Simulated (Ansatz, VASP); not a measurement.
## Two plane-wave programs on Ga3Sb

```xyz
4
Lattice="-2.0930 2.0930 4.4762 2.0930 -2.0930 4.4762 2.0930 2.0930 -4.4762" Properties=species:S:1:pos:R:3 pbc="T T T"
Ga    0.0000    2.0930    2.2381
Ga    2.0930    0.0000    2.2381
Ga    0.0000    0.0000    4.4762
Sb    0.0000    0.0000    0.0000
```

Alike in both runs: task relaxation of cell and atoms; functional PBEsol; dispersion D3(BJ); k mesh 14 × 14 × 14; occupations gaussian, width 0.1 eV; no spin polarisation.

|  | VASP | Ansatz |
| --- | --- | --- |
| version | VASP 6.6.1 | Ansatz 0.2.0 |
| potentials or method | VASP PAW PBE potentials, release 64 (Ga_d, Sb), cutoff 600 eV | scalar-relativistic, plane waves, PAW |
| valence electrons in the cell | 44 | 54 |

|  | VASP | Ansatz | Ansatz less VASP |
| --- | --- | --- | --- |
| gap on the k mesh at the Fermi level, each at its own relaxed structure (eV) | none | none | - |
| relaxed volume (Å³/atom) | 19.62 | 19.61 | -0.012 |
| relaxed length of the cell vector where the two differ most in proportion (Å) | 5.367 | 5.366 | -0.0010 |

VASP's potentials were made for PBE, not for PBEsol, and Ansatz warns of the same on its side. A gap of «none» marks a metal or a gap that the smearing closes. VASP's potentials hold 44 valence electrons a cell and Ansatz's 54, so a difference there can come from the potentials and not from the codes.

Neither program's run includes spin-orbit coupling.
